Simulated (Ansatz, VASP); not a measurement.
## One calculation of CsPbBr3, two programs

File INCAR:

```
SYSTEM = CsPbBr3
PREC     = Accurate       ! precision mode
ENCUT    = 520            ! plane-wave cutoff, eV
EDIFF    = 1E-6           ! SCF threshold, eV
ISMEAR   = -1             ! smearing method
SIGMA    = 0.05           ! smearing width, eV
LREAL    = .False.        ! projectors in reciprocal space
LASPH    = .True.         ! aspherical terms in the spheres
NELM     = 60             ! most SCF steps
ALGO     = Normal         ! electronic algorithm
ISIF     = 2              ! what is computed and relaxed
LWAVE    = .False.        ! write WAVECAR
LCHARG   = .False.        ! write CHGCAR
GGA      = PS             ! functional
NBANDS   = 30             ! bands
```

The input KPOINTS:

```
regular mesh
0
Gamma
  5 5 5
  0 0 0
```

File POSCAR:

```
CsPbBr3
1.0
    5.9472457004      0.0000000000      0.0000000000
    0.0000000000      5.9472457004      0.0000000000
    0.0000000000      0.0000000000      5.9472457004
Pb Cs Br
1 1 3
Direct
    0.5000000000      0.5000000000      0.5000000000
    0.0000000000      0.0000000000      0.0000000000
    0.5000000000      0.5000000000      0.0000000000
    0.5000000000      0.0000000000      0.5000000000
    0.0000000000      0.5000000000      0.5000000000
```

Contents of input.yaml:

```yaml
crystal:
  lattice:
    - [5.9472457004, 0.0, 0.0]
    - [0.0, 5.9472457004, 0.0]
    - [0.0, 0.0, 5.9472457004]
  atoms:
    - { symbol: Pb, position: [0.5, 0.5, 0.5] }
    - { symbol: Cs, position: [0.0, 0.0, 0.0] }
    - { symbol: Br, position: [0.5, 0.5, 0.0] }
    - { symbol: Br, position: [0.5, 0.0, 0.5] }
    - { symbol: Br, position: [0.0, 0.5, 0.5] }
kpoints:
  mp_grid: { grid: [5, 5, 5] }
scf:
  occupations: { method: fermi_dirac, width: 0.05 }
hamiltonian:
  xc: pbesol
  pseudopotentials: { kind: all_electron, lapw: { basis_error: 0.001 } }
output:
  forces: true
  stress: true
  eigenvalues: true
```

Change from the starting cell: volume scaled by 1.04.

Alike in both runs: task single point; functional PBEsol; k mesh 5 × 5 × 5; occupations fermi-dirac, width 0.05 eV; no spin polarisation.

|  | VASP | Ansatz |
| --- | --- | --- |
| version | VASP 6.6.1 | Ansatz 0.2.0 |
| potentials or method | VASP PAW PBE potentials, release 64 (Pb_d, Cs_sv, Br), cutoff 520 eV | all-electron LAPW, scalar-relativistic |

|  | VASP | Ansatz | Ansatz less VASP |
| --- | --- | --- | --- |
| gap on the k mesh at the Fermi level (eV) | 2.63 | 2.63 | -0.003 |
| least direct gap on the mesh (eV) | 2.63 | 2.63 | -0.003 |
| pressure (GPa) | -0.8 | -0.8 | +0.01 |

VASP's potentials were made for PBE, not for PBEsol. Ansatz ran all-electron here, and VASP with PAW potentials.

Spin-orbit coupling is off throughout.
